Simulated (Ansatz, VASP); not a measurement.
**SiO2: VASP beside Ansatz**

Contents of INCAR:

```
SYSTEM = SiO2
  PREC = Accurate
  ENCUT = 520
  EDIFF = 1E-7
  ISMEAR = 0
  SIGMA = 0.02
  LREAL = .False.
  LASPH = .True.
  NELM = 60
  ALGO = Normal
  ISIF = 2
  LWAVE = .False.
  LCHARG = .False.
  GGA = CA
  NBANDS = 44
```

File KPOINTS:

```
regular mesh
0
Gamma
  6 6 4
  0 0 0
```

File POSCAR:

```
SiO2
1.0
    4.6402916251      0.0000000000      0.0000000000
    0.0000000000      4.6402916251      0.0000000000
    0.0000000000      0.0000000000      6.2557723487
Si O
4 8
Direct
    0.1647708356      0.1647708356      0.0000000000
    0.3352291644      0.6647708356      0.7500000000
    0.6647708356      0.3352291644      0.2500000000
    0.8352291644      0.8352291644      0.5000000000
    0.6724056576      0.7237924035      0.7119416631
    0.3275943424      0.2762075965      0.2119416631
    0.7237924035      0.6724056576      0.2880583369
    0.2237924035      0.8275943424      0.9619416631
    0.2762075965      0.3275943424      0.7880583369
    0.1724056576      0.7762075965      0.5380583369
    0.8275943424      0.2237924035      0.0380583369
    0.7762075965      0.1724056576      0.4619416631
```

Input for Ansatz:

```yaml
crystal:
  lattice:
    - [4.6402916251, 0.0, 0.0]
    - [0.0, 4.6402916251, 0.0]
    - [0.0, 0.0, 6.2557723487]
  atoms:
    - { symbol: Si, position: [0.1647708356, 0.1647708356, 0.0] }
    - { symbol: Si, position: [0.3352291644, 0.6647708356, 0.75] }
    - { symbol: Si, position: [0.6647708356, 0.3352291644, 0.25] }
    - { symbol: Si, position: [0.8352291644, 0.8352291644, 0.5] }
    - { symbol: O, position: [0.6724056576, 0.7237924035, 0.7119416631] }
    - { symbol: O, position: [0.3275943424, 0.2762075965, 0.2119416631] }
    - { symbol: O, position: [0.7237924035, 0.6724056576, 0.2880583369] }
    - { symbol: O, position: [0.2237924035, 0.8275943424, 0.9619416631] }
    - { symbol: O, position: [0.2762075965, 0.3275943424, 0.7880583369] }
    - { symbol: O, position: [0.1724056576, 0.7762075965, 0.5380583369] }
    - { symbol: O, position: [0.8275943424, 0.2237924035, 0.0380583369] }
    - { symbol: O, position: [0.7762075965, 0.1724056576, 0.4619416631] }
basis:
  ecutwfc: 420
kpoints:
  mp_grid: { grid: [6, 6, 4] }
  band_path: { path: [VBM, CBM], npoints: 2 }
hamiltonian:
  xc: lda
scf:
  occupations: { method: gaussian, width: 0.02 }
output:
  forces: true
  stress: true
  eigenvalues: true
checkpoint:
  read: start.run
  write: ck
  compress: false
  write_wavefunctions: false
  write_every: 100000
```

Alike in both runs: task single point; functional LDA; k mesh 6 × 6 × 4; occupations gaussian, width 0.02 eV; no spin polarisation.

```csv
,VASP,Ansatz
version,VASP 6.6.1,Ansatz 0.2.0
potentials or method,"VASP PAW LDA potentials, release 64 (Si, O), cutoff 520 eV","scalar-relativistic, plane waves, PAW"
valence electrons in the cell,64,64
```

Ansatz gave:

```
gap on the k mesh at the Fermi level (eV)                     : 5.89
least direct gap on the mesh (eV)                             : 5.89
pressure (GPa)                                                : 5.0
traceless stress, the component that is largest in VASP (GPa) : -0.02
rms of the force components (eV/Å)                            : 0.000
```

Task: Which values does VASP return?

Result: gap on the k mesh at the Fermi level (eV): 5.90; least direct gap on the mesh (eV): 5.90; pressure (GPa): 5.9; traceless stress, the component that is largest in VASP (GPa): -0.08; rms of the force components (eV/Å): 0.028.

LDA's correlation is that of Perdew and Zunger in VASP and of Perdew and Wang (1992) in Ansatz. Atom by atom the forces differ by 0.028 eV/Å (rms over components).
